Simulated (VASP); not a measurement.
Wanted: the native input for a VASP 6.6.1 run.

```yaml
Task: single point
Functional: PBE
Potentials_or_basis: VASP PAW PBE potentials, release 64 (Al, N)
Cutoff: 600 eV
k_mesh: 8 × 8 × 8
Occupations: gaussian, width 0.01 eV
Spin: no spin polarisation
Dipole_correction: no
Further_INCAR_settings: ALGO = Normal; EDIFF = 1e-06; NBANDS = 11
```

The structure of AlN lies in POSCAR:

```
AlN
1.0
    0.0000000000      1.9423886297      1.9423886297
    1.9423886297      0.0000000000      1.9423886297
    1.9423886297      1.9423886297      0.0000000000
Al N
1 1
Direct
    0.0000000000      0.0000000000      0.0000000000
    0.5000000000      0.5000000000      0.5000000000
```

These files were run (other wordings do the same):

INCAR

```
PREC = Accurate
ENCUT = 600
EDIFF = 1E-6
ISMEAR = 0
SIGMA = 0.01
LREAL = False
LASPH = True
NELM = 120
ALGO = Normal
ISIF = 2
LWAVE = False
LCHARG = True
GGA = PE
LELF = True
LVHAR = True
NBANDS = 11
GGA_COMPAT = False
```

KPOINTS

```
regular mesh
0
Gamma
  8 8 8
```

Potentials or basis: VASP PAW PBE potentials, release 64 (Al, N).

Command:

```sh
$ cat potpaw_PBE.64/Al/POTCAR potpaw_PBE.64/N/POTCAR > POTCAR
$ mpirun -np 1 vasp_std > vasp.out
```

It gave:

| Item | Value |
| --- | --- |
| Pressure | 46.1 GPa |
| Band gap on the k mesh | 5.07 eV, indirect (least direct gap 7.52 eV) |

It took 3.1 s on 1 thread of Intel(R) Xeon(R) Platinum 8559C (Emerald Rapids), with other jobs on the host, peak memory 0.13 GiB.
